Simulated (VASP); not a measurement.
# GaN: single point with PBE

GaN:

```
Ga N
1.0
     3.08404    0.00000    0.00000
    -1.54202    2.67086    0.00000
     0.00000    0.00000    5.02473
Ga N
2 2
Direct
  0.33333 0.66667 0.99929
  0.66667 0.33333 0.49929
  0.33333 0.66667 0.37571
  0.66667 0.33333 0.87571
```

This cell differs from its parent crystal: volume scaled by 0.88, then relaxed in part.

| Item | Value |
| --- | --- |
| Program | VASP 6.6.1 |
| Task | single point |
| Functional | PBE |
| Potentials or basis | VASP PAW PBE potentials, release 64 (Ga_d, N) |
| Cutoff | 520 eV |
| k mesh | 12 × 12 × 6 |
| Occupations | gaussian, width 0.02 eV |
| Spin | no spin polarisation |

```yaml
Pressure: 29.0 GPa
Largest_force: 0.006 eV/Å
Band_gap_on_the_k_mesh: 2.57 eV, direct
```

Forces in eV/Å, atoms in the order of the input:
```
Ga   0.000  0.000  0.006
Ga   0.000  0.000  0.006
N    0.000  0.000 -0.006
N    0.000  0.000 -0.006
```

Stress tensor (GPa, compression positive):
```
28.99  0.00  0.00
 0.00 28.99  0.00
 0.00  0.00 29.13
```

Levels at points of the mesh, in eV from the valence-band top:
| k point | band 16 | band 17 | band 18 | band 19 | band 20 | band 21 |
| --- | --- | --- | --- | --- | --- | --- |
| (0.00, 0.00, 0.00) | -0.06 | 0.00 | 0.00 | 2.57 | 4.92 | 9.76 |
| (0.50, 0.00, 0.00) | -3.11 | -2.51 | -1.13 | 5.34 | 6.03 | 6.42 |
| (0.00, 0.00, 0.50) | -0.59 | -0.59 | -0.59 | 4.89 | 4.89 | 8.99 |
| (0.50, 0.00, 0.50) | -2.20 | -2.12 | -2.12 | 4.70 | 4.70 | 8.39 |

It took 30 s on 1 thread of Intel(R) Xeon(R) 6975P-C (Granite Rapids), with other jobs on the host, peak memory 0.2 GiB.
